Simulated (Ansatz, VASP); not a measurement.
**Two plane-wave programs on InSb**

Contents of INCAR:

```
SYSTEM = InSb
  PREC = Accurate
  ENCUT = 520
  EDIFF = 1E-7
  ISMEAR = 0
  SIGMA = 0.05
  LREAL = .FALSE.
  LASPH = .TRUE.
  NELM = 80
  ALGO = Normal
  ISIF = 2
  LWAVE = .FALSE.
  LCHARG = .TRUE.
  GGA = CA
  LELF = .TRUE.
  LVHAR = .TRUE.
  NBANDS = 16
```

File KPOINTS:

```
regular mesh
0
G
  6 6 6
  0 0 0
```

File POSCAR:

```
InSb
1.0
    0.0000000000      3.2265208302      3.2265208302
    3.2265208302      0.0000000000      3.2265208302
    3.2265208302      3.2265208302      0.0000000000
In Sb
1 1
Direct
    0.0000000000      0.0000000000      0.0000000000
    0.7500000000      0.7500000000      0.7500000000
```

Input for Ansatz:

```yaml
crystal:
  lattice:
    - [0.0, 3.2265208302, 3.2265208302]
    - [3.2265208302, 0.0, 3.2265208302]
    - [3.2265208302, 3.2265208302, 0.0]
  atoms:
    - { symbol: In, position: [0.0, 0.0, 0.0] }
    - { symbol: Sb, position: [0.75, 0.75, 0.75] }
basis:
  ecutwfc: 420
  ecutrho_ratio: 4
kpoints:
  mp_grid: { grid: [6, 6, 6] }
hamiltonian:
  xc: lda
scf:
  occupations: { method: gaussian, width: 0.05 }
output:
  forces: true
  stress: true
  eigenvalues: true
```

Alike in both runs: task single point; functional LDA; k mesh 6 × 6 × 6; occupations gaussian, width 0.05 eV; no spin polarisation.

```csv
,VASP,Ansatz
version,VASP 6.6.1,Ansatz 0.2.0
potentials or method,"VASP PAW LDA potentials, release 64 (In_d, Sb), cutoff 520 eV","scalar-relativistic, plane waves, PAW"
valence electrons in the cell,18,28
```

|  | VASP | Ansatz | Ansatz less VASP |
| --- | --- | --- | --- |
| gap on the k mesh at the Fermi level (eV) | none | none | - |
| pressure (GPa) | 0.1 | 0.0 | -0.09 |

LDA's correlation is that of Perdew and Zunger in VASP and of Perdew and Wang (1992) in Ansatz. A gap of «none» marks a metal or a gap that the smearing closes. VASP's potentials hold 18 valence electrons a cell and Ansatz's 28, so a difference there can come from the potentials and not from the codes.

Neither program's run includes spin-orbit coupling.
